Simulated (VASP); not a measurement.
# Mg (Fm-3m) in VASP: a series of runs

Runs on Mg. Level: PBEsol. Tasks: single point, relaxation of cell and atoms.

Program: VASP 6.6.1. These are calculated values, not measurements. Logs are shortened: lines on timing, memory, paths and dates and some standing lists are left out, and cuts for length are marked.

## Step 1: The cell of the first run

The structure is cubic, space group Fm-3m (No. 225). The conventional cell has a = 4.666 Å, b = 4.666 Å, c = 4.666 Å, α = 90.00°, β = 90.00°, γ = 90.00°. Within 4.3 Å of Mg (site symmetry m-3m) lie 12 Mg at 3.30 Å.

## Step 2: Single point, PBEsol (volume scaled by 1.12)

The input, INCAR:

```
PREC     = Accurate       # precision mode
ENCUT    = 520            # plane-wave cutoff, eV
EDIFF    = 1E-7           # SCF threshold, eV
ISMEAR   = -1             # smearing method
SIGMA    = 0.1            # smearing width, eV
LREAL    = F              # projectors in reciprocal space
LASPH    = T              # aspherical terms in the spheres
NELM     = 100            # most SCF steps
ALGO     = Normal         # electronic algorithm
ISIF     = 2              # what is computed and relaxed
LWAVE    = F              # write WAVECAR
LCHARG   = T              # write CHGCAR
GGA      = PS             # functional
LELF     = T              # ELF
LVHAR    = T            
NBANDS   = 7              # bands
```

The input, KPOINTS:

```
Automatic mesh
0
Gamma
  14 14 14
```

The input, POSCAR:

```
Mg
1.0
    0.0000000000      2.3329452541      2.3329452541
    2.3329452541      0.0000000000      2.3329452541
    2.3329452541      2.3329452541      0.0000000000
Mg
1
Direct
    0.0000000000      0.0000000000      0.0000000000
```

Potentials or basis: VASP PAW PBE potentials, release 64 (Mg).

Launch:

```console
> cat potpaw_PBE.64/Mg/POTCAR > POTCAR
> mpirun -np 1 vasp_std > vasp.out
```

OUTCAR:

```text
PREC = Accurate
   ENCUT = 520
   EDIFF = 1E-7
   ISMEAR = -1
   LREAL = F
   LASPH = T
   NELM = 100
   ISIF = 2
   GGA = PS

 ion  position               nearest neighbor table
   1  0.000  0.000  0.000-

  LATTYP: Found a face centered cubic cell.
 ALAT       =     4.6658905082

  Lattice vectors:

 A1 = (   0.0000000000,   2.3329452541,   2.3329452541)
 A2 = (   2.3329452541,   0.0000000000,   2.3329452541)
 A3 = (   2.3329452541,   2.3329452541,   0.0000000000)

Analysis of symmetry for initial positions (statically):
=====================================================================
 Subroutine PRICEL returns:
 Original cell was already a primitive cell.

 Routine SETGRP: Setting up the symmetry group for a
 face centered cubic supercell.

 Subroutine GETGRP returns: Found 48 space group operations
 (whereof 48 operations were pure point group operations)
 out of a pool of 48 trial point group operations.

The static configuration has the point symmetry O_h .

Analysis of symmetry for dynamics (positions and initial velocities):
=====================================================================
 Subroutine PRICEL returns:
 Original cell was already a primitive cell.

 Routine SETGRP: Setting up the symmetry group for a
 face centered cubic supercell.

 Subroutine GETGRP returns: Found 48 space group operations
 (whereof 48 operations were pure point group operations)
 out of a pool of 48 trial point group operations.

The dynamic configuration has the point symmetry O_h .

 Subroutine INISYM returns: Found 48 space group operations
 (whereof 48 operations are pure point group operations),
 and found     1 'primitive' translations

----------------------------------------------------------------------------------------

                                     Primitive cell

  volume of cell :      25.3947

  direct lattice vectors                    reciprocal lattice vectors
     0.000000000  2.332945254  2.332945254    -0.214321360  0.214321360  0.214321360
     2.332945254  0.000000000  2.332945254     0.214321360 -0.214321360  0.214321360
     2.332945254  2.332945254  0.000000000     0.214321360  0.214321360 -0.214321360

  length of vectors
     3.299282819  3.299282819  3.299282819     0.371215485  0.371215485  0.371215485

  position of ions in fractional coordinates (direct lattice)
     0.000000000  0.000000000  0.000000000

  ion indices of the primitive-cell ions
   primitive index   ion index
                 1           1

----------------------------------------------------------------------------------------

 KPOINTS: Automatic mesh

Automatic generation of k-mesh.
 Grid dimensions read from file:
 generate k-points for:   14   14   14

 Generating k-lattice:

  Cartesian coordinates                     Fractional coordinates (reciprocal lattice)
    -0.015308669  0.015308669  0.015308669     0.071428571  0.000000000  0.000000000
     0.015308669 -0.015308669  0.015308669     0.000000000  0.071428571  0.000000000
     0.015308669  0.015308669 -0.015308669     0.000000000  0.000000000  0.071428571

  Length of vectors
     0.026515392  0.026515392  0.026515392

  Shift w.r.t. Gamma in fractional coordinates (k-lattice)
     0.000000000  0.000000000  0.000000000

 Subroutine IBZKPT returns following result:
 ===========================================

 Found    104 irreducible k-points:

 Following reciprocal coordinates:
            Coordinates               Weight
  0.000000  0.000000  0.000000      1.000000
  0.071429  0.000000  0.000000      8.000000
  0.142857  0.000000  0.000000      8.000000
  0.214286  0.000000  0.000000      8.000000
  0.285714  0.000000  0.000000      8.000000
  0.357143  0.000000  0.000000      8.000000
[... 16 lines left out ...]
  0.214286  0.142857  0.000000     24.000000
  0.285714  0.142857  0.000000     24.000000
 [... further k-points ...]
   k-points           NKPTS =    104   k-points in BZ     NKDIM =    104   number of bands    NBANDS=      7
   number of dos      NEDOS =    301   number of ions     NIONS =      1
   total plane-waves  NPLWV =  21952
   dimension x,y,z NGX =    28 NGY =   28 NGZ =   28
   dimension x,y,z NGXF=    56 NGYF=   56 NGZF=   56
   ions per type =               1
   NGX,Y,Z   is equivalent  to a cutoff of  14.11, 14.11, 14.11 a.u.
   NGXF,Y,Z  is equivalent  to a cutoff of  28.22, 28.22, 28.22 a.u.
 SYSTEM =  unknown system
   PREC   = accura    normal or accurate (medium, high low for compatibility)
   ISTART =      0    job   : 0-new  1-cont  2-samecut
   ICHARG =      2    charge: 1-file 2-atom 10-const
   ISPIN  =      1    spin polarized calculation?
   LNONCOLLINEAR =      F non collinear calculations
   LSORBIT =      F    spin-orbit coupling
   LASPH  =      T    aspherical Exc in radial PAW
   ENCUT  =  520.0 eV  38.22 Ry    6.18 a.u.   6.13  6.13  6.13*2*pi/ulx,y,z
   NELM   =    100;   NELMIN=  2; NELMDL= -5     # of ELM steps
   EDIFF  = 0.1E-06   stopping-criterion for ELM
   LREAL  =      F    real-space projection
   EDIFFG = 0.1E-05   stopping-criterion for IOM
   NSW    =      0    number of steps for IOM
   IBRION =     -1    ionic relax: 0-MD 1-quasi-New 2-CG
   NFREE  =      0    steps in history (QN), initial steepest desc. (CG)
   ISIF   =      2    stress and relaxation
   ISYM   =      2    0-nonsym 1-usesym 2-fastsym
   POTIM  = 0.5000    time-step for ionic-motion
   TEBEG  =    0.0;   TEEND  =   0.0 temperature during run
   PSTRESS=    0.0 pullay stress
   NELECT =       2.0000    total number of electrons
   NUPDOWN=      -1.0000    fix difference up-down
   EMIN   =  10.00;   EMAX   =-10.00  energy-range for DOS
   EFERMI =   0.00;   METHOD = LEGACY
   ISMEAR =    -1;   SIGMA  =   0.10  broadening in eV -4-tet -1-fermi 0-gaus
   EFERMI_NEDOS =   21; number of points for ismear=-14 and -15
   IALGO  =     38    algorithm
   IMIX   =      4    mixing-type and parameters
     AMIX     =   0.40;   BMIX     =  1.00
     AMIX_MAG =   1.60;   BMIX_MAG =  1.00
  volume/ion in A,a.u.               =      25.39       171.37
  Fermi-wavevector in a.u.,A,eV,Ry     =   0.701730  1.326078  6.699856  0.492426
  Thomas-Fermi vector in A             =   1.786237
   LORBIT       =      0    0 simple, 1 ext, 2 COOP (PROOUT), +10 PAW based schemes
   GGA     = PS    functional components
   LHFCALC =     F    Hartree Fock is set to
   AEXX    =    0.0000 exact exchange contribution
   IVDW    =     0    specifies the selected vdW correction
   LEPSILON=     F    determine dielectric tensor
   LRPA    =     F    only Hartree local field effects (RPA)
 non-spin polarized calculation
  energy-cutoff  :      520.00
  volume of cell :       25.39
 maximum number of plane-waves:       701
 NGX is ok and might be reduce to    28
   NGX = 13   NGY = 13   NGZ = 13

 number of electron       2.0000000 magnetization

 Free energy of the ion-electron system (eV)
  ---------------------------------------------------
  ext. energy  EPLUGINS =         0.00000000
  ---------------------------------------------------
  free energy    TOTEN  =        -1.68971067 eV

  energy without entropy =       -1.67636383  energy(sigma->0) =       -1.68303725

 E-fermi :   2.0673     XC(G=0):  -8.2236

 val. band max:        2.0276970083   @ k =  -0.4286   0.5000   0.0714
 cond. band min:       2.1561843951   @ k =  -0.4286   0.4286   0.0000
 fundamental gap:      0.1284873868
 Fermi energy:         2.0672936596

 k-point     1 :       0.0000    0.0000    0.0000
  band No.  band energies     occupation
      1      -4.4159      2.00000
      2      13.8169      0.00000
      3      13.8169      0.00000
      4      13.8169      0.00000
      5      15.2394      0.00000
      6      15.2394      0.00000
      7      15.2394      0.00000

 k-point     2 :       0.0714    0.0000    0.0000
  band No.  band energies     occupation
      1      -4.3099      2.00000
      2      12.1605      0.00000
      3      13.5112      0.00000
      4      13.5112      0.00000
      5      15.4213      0.00000
      6      15.7236      0.00000
      7      15.7236      0.00000

 k-point     3 :       0.1429    0.0000    0.0000
  band No.  band energies     occupation
      1      -3.9926      2.00000
      2       9.9261      0.00000
      3      13.0496      0.00000
      4      13.0496      0.00000
      5      15.1659      0.00000
      6      16.6738      0.00000
      7      16.6738      0.00000

 k-point     4 :       0.2143    0.0000    0.0000
  band No.  band energies     occupation
      1      -3.4657      2.00000
      2       7.7643      0.00000
      3      12.6987      0.00000
      4      12.6987      0.00000
      5      14.8926      0.00000
      6      16.1317      0.00000
      7      16.1317      0.00000

 k-point     5 :       0.2857    0.0000    0.0000
  band No.  band energies     occupation
      1      -2.7325      2.00000
      2       5.7400      0.00000
      3      12.5056      0.00000
      4      12.5056      0.00000
      5      14.7260      0.00000
      6      15.1018      0.00000
      7      15.1018      0.00000

 k-point     6 :       0.3571    0.0000    0.0000
  band No.  band energies     occupation
      1      -1.7970      2.00000
      2       3.8761      0.00000
      3      12.4807      0.00000
      4      12.4807      0.00000
      5      14.2345      0.00000
      6      14.2345      0.00000
      7      14.7103      0.00000

 k-point     7 :       0.4286    0.0000    0.0000
  band No.  band energies     occupation
      1      -0.6656      2.00000
      2       2.1857      0.46856
      3      12.6192      0.00000
      4      12.6192      0.00000
      5      13.5569      0.00000
      6      13.5569      0.00000
      7      14.8348      0.00000
[... 121 lines left out ...]
 k-point    20 :      -0.1429    0.0714    0.0000
  band No.  band energies     occupation
      1      -3.7464      2.00000
      2       9.2288      0.00000
      3      11.2063      0.00000
      4      14.0369      0.00000
      5      15.7648      0.00000
      6      15.8446      0.00000
      7      16.2606      0.00000

 k-point    21 :      -0.0714    0.0714    0.0000
  band No.  band energies     occupation
      1      -4.1335      2.00000
      2      11.1979      0.00000
      3      11.9378      0.00000
      4      14.0915      0.00000
      5      15.4496      0.00000
      6      15.8049      0.00000
      7      16.5103      0.00000

 k-point    22 :       0.1429    0.1429    0.0000
  band No.  band energies     occupation
      1      -3.8518      2.00000
      2      11.4060      0.00000
      3      11.5151      0.00000
      4      11.5151      0.00000
      5      13.8244      0.00000
      6      14.7121      0.00000
      7      18.4329      0.00000

 k-point    23 :       0.2143    0.1429    0.0000
  band No.  band energies     occupation
      1      -3.4657      2.00000
      2       9.4350      0.00000
      3      11.0098      0.00000
      4      11.7585      0.00000
      5      13.2119      0.00000
      6      14.1333      0.00000
      7      18.6485      0.00000

 k-point    24 :       0.2857    0.1429    0.0000
  band No.  band energies     occupation
      1      -2.8717      2.00000
      2       7.3781      0.00000
      3      10.6835      0.00000
      4      11.5227      0.00000
      5      12.2134      0.00000
      6      15.1281      0.00000
      7      18.2980      0.00000

 [... further k-points ...]
[... 5 lines left out ...]
  --------------------------------------------------------------------------------------
  -------------------------------------------------------------------------------------
  Total       -0.5251287     -0.5251287     -0.5251287      0.0000000      0.0000000      0.0000000
  in kB      -33.1308619    -33.1308619    -33.1308619      0.0000000      0.0000000      0.0000000
  external PRESSURE =     -33.1308619 kB  Pullay stress =       0.0000000 kB

 VOLUME and BASIS-vectors are now :
 -----------------------------------------------------------------------------
  energy-cutoff  :      520.00
  volume of cell :       25.39
      direct lattice vectors                 reciprocal lattice vectors
     0.000000000  2.332945254  2.332945254    -0.214321360  0.214321360  0.214321360
     2.332945254  0.000000000  2.332945254     0.214321360 -0.214321360  0.214321360
     2.332945254  2.332945254  0.000000000     0.214321360  0.214321360 -0.214321360

 POSITION                                       TOTAL-FORCE (eV/Angst)
 -----------------------------------------------------------------------------------
      0.00000      0.00000      0.00000        -0.000000     -0.000000     -0.000000
 -----------------------------------------------------------------------------------
    total drift:                                0.000000      0.000000      0.000000

  FREE ENERGIE OF THE ION-ELECTRON SYSTEM (eV)
  ---------------------------------------------------
  free  energy   TOTEN  =        -1.6897106684 eV

  energy  without entropy=       -1.6763638317  energy(sigma->0) =       -1.68303725
```

Run time: 9.3 s. Hardware: 1 thread of Intel Xeon 6975P-C (Granite Rapids), shared host; peak memory 0.15 GiB.

What came out:

- Free energy: -1.6897 eV
- Pressure: -3.3 GPa
- Band gap on the k mesh: zero (band 1 reaches 3.06 eV, above the bottom of band 2 at 0.79 eV)

Levels at points of the mesh, in eV from the Fermi level:
```csv
k point,band 1,band 2,band 3,band 4,band 5,band 6
"(0.00, 0.00, 0.00)",-6.48,11.75,11.75,11.75,13.17,13.17
"(0.50, 0.00, 0.00)",-1.53,-1.27,10.74,10.74,11.12,11.12
"(0.50, 0.50, 0.00)",-0.17,0.74,5.92,6.45,6.45,8.91
```

Caveat: the cell differs from its parent crystal (volume scaled by 1.12); the PAW data sets were made with another functional, which shifts forces and pressure a little.

## Step 3: Relaxation of cell and atoms, PBEsol

This run uses another cell than the first one, of 23.24 Å³/atom, 0.915 times its volume.

The input, INCAR:

```
SYSTEM = Mg
PREC     = Accurate       ! precision mode
ENCUT    = 600            ! plane-wave cutoff, eV
EDIFF    = 1E-6           ! SCF threshold, eV
ISMEAR   = -1             ! smearing method
SIGMA    = 0.1            ! smearing width, eV
LREAL    = .FALSE.        ! projectors in reciprocal space
LASPH    = .TRUE.         ! aspherical terms in the spheres
NELM     = 80             ! most SCF steps
ALGO     = Normal         ! electronic algorithm
ISIF     = 3              ! what is computed and relaxed
LWAVE    = .FALSE.        ! write WAVECAR
LCHARG   = .FALSE.        ! write CHGCAR
GGA      = PS             ! functional
IBRION   = 2              ! ionic algorithm
NSW      = 80             ! ionic steps
EDIFFG   = -0.01          ! ionic threshold
```

The input, KPOINTS:

```
Automatic mesh
0
G
  12 12 12
  0 0 0
```

The input, POSCAR:

```
Mg
1.0
    0.0000000000      2.2649029606      2.2649029606
    2.2649029606      0.0000000000      2.2649029606
    2.2649029606      2.2649029606      0.0000000000
Mg
1
Direct
    0.0000000000      0.0000000000      0.0000000000
```

Potentials or basis: VASP PAW PBE potentials, release 64 (Mg).

Launch:

```console
> cat potpaw_PBE.64/Mg/POTCAR > POTCAR
> mpirun -np 1 vasp_std > vasp.out
```

Run time: 9.1 s. Hardware: 1 thread of Intel Xeon 6975P-C (Granite Rapids), shared host; peak memory 0.17 GiB.

Results (log left out):

* Free energy: -1.7150 eV
* Relaxed volume: 22.65 Å³/atom
* Relaxed cell: a = 3.176 Å, b = 3.176 Å, c = 3.176 Å, α = 60.00°, β = 60.00°, γ = 60.00°
* Space group after relaxing (to 0.05 Å): Fm-3m (No. 225)
* Energy gained by relaxing: 1.7 meV/atom
* Ionic steps: 3
* Pressure after relaxing: 0.0 GPa
* Band gap on the k mesh: zero (band 1 reaches 4.10 eV, above the bottom of band 2 at 1.37 eV)

The path:
| step | energy change (eV) | largest force (eV/Å) | pressure (GPa) | volume (Å³) |
| --- | --- | --- | --- | --- |
| 1 | 0.0000 | 0.0000 | -0.90 | 23.24 |
| 2 | -0.0016 | 0.0000 | -0.25 | 22.80 |
| 3 | -0.0017 | 0.0000 | 0.00 | 22.65 |

Final structure:
```yaml
crystal:
  lattice:
    - [0.00000, 2.24571, 2.24571]
    - [2.24571, 0.00000, 2.24571]
    - [2.24571, 2.24571, 0.00000]
  atoms:
    - { symbol: Mg, position: [0.00000, 0.00000, 0.00000] }
```

Levels at points of the mesh, in eV from the Fermi level:
| k point | band 1 | band 2 | band 3 | band 4 | band 5 |
| --- | --- | --- | --- | --- | --- |
| (0.00, 0.00, 0.00) | -6.93 | 12.47 | 12.47 | 12.47 | 14.48 |
| (0.50, 0.00, 0.00) | -1.69 | -1.24 | 11.37 | 11.37 | 12.25 |
| (0.50, 0.50, 0.00) | -0.18 | 0.85 | 6.16 | 7.05 | 7.05 |

Caveat: the PAW data sets were made with another functional, which shifts forces and pressure a little.

## Step 4: Single point, PBEsol

This run uses another cell than the first one, of 22.67 Å³/atom, 0.893 times its volume.

The input, INCAR:

```
SYSTEM = Mg
PREC = Accurate
ENCUT = 520
EDIFF = 1E-6
ISMEAR = -1
SIGMA = 0.1
LREAL = .False.
LASPH = .True.
NELM = 100
ALGO = Normal
ISIF = 2
LWAVE = .False.
LCHARG = .True.
GGA = PS
LELF = .True.
LVHAR = .True.
NBANDS = 7
```

The input, KPOINTS:

```
Automatic mesh
0
Gamma
  20 20 20
  0 0 0
```

The input, POSCAR:

```
Mg
1.0
    0.0000000000      2.2464592240      2.2464592240
    2.2464592240      0.0000000000      2.2464592240
    2.2464592240      2.2464592240      0.0000000000
Mg
1
Direct
    0.0000000000      0.0000000000      0.0000000000
```

Launch:

```console
> cat potpaw_PBE.64/Mg/POTCAR > POTCAR
> mpirun -np 1 vasp_std > vasp.out
```

It took 8.4 s on 1 thread of Intel Xeon 6975P-C (Granite Rapids), shared host; peak memory 0.16 GiB.

Results (log left out):

```yaml
Free_energy: -1.7178 eV
Pressure: 0.0 GPa
Band_gap_on_the_k_mesh: zero (band 1 reaches 4.10 eV, above the bottom of band 2 at 1.36 eV)
```

Levels at points of the mesh, in eV from the Fermi level:
| k point | band 1 | band 2 | band 3 | band 4 |
| --- | --- | --- | --- | --- |
| (0.00, 0.00, 0.00) | -6.96 | 12.43 | 12.43 | 12.43 |
| (0.50, 0.00, 0.00) | -1.71 | -1.27 | 11.33 | 11.33 |
| (0.50, 0.50, 0.00) | -0.21 | 0.82 | 6.13 | 7.02 |

Caveat: the PAW data sets were made with another functional, which shifts forces and pressure a little.

## Step 5: Summary

```tsv
task	cell	k mesh	cutoff (eV)	gap on the mesh (eV)	pressure (GPa)
single point	a = 3.299 Å, angles 60.0°, 1 atom	14 × 14 × 14	520	none	-3.3
relaxation of cell and atoms	relaxed from a = 3.203 Å, angles 60.0°, 1 atom	12 × 12 × 12	600	none	0.0
single point	a = 3.177 Å, angles 60.0°, 1 atom	20 × 20 × 20	520	none	0.0
```

Alike in all rows: level PBEsol; potentials or basis VASP PAW PBE potentials, release 64 (Mg); no spin polarisation; smearing fermi-dirac 0.1 eV.

Caveats: the PAW data sets were made with another functional, which shifts forces and pressure a little.

Total energies depend on the potentials used, so only differences within one code and one set of settings carry meaning.
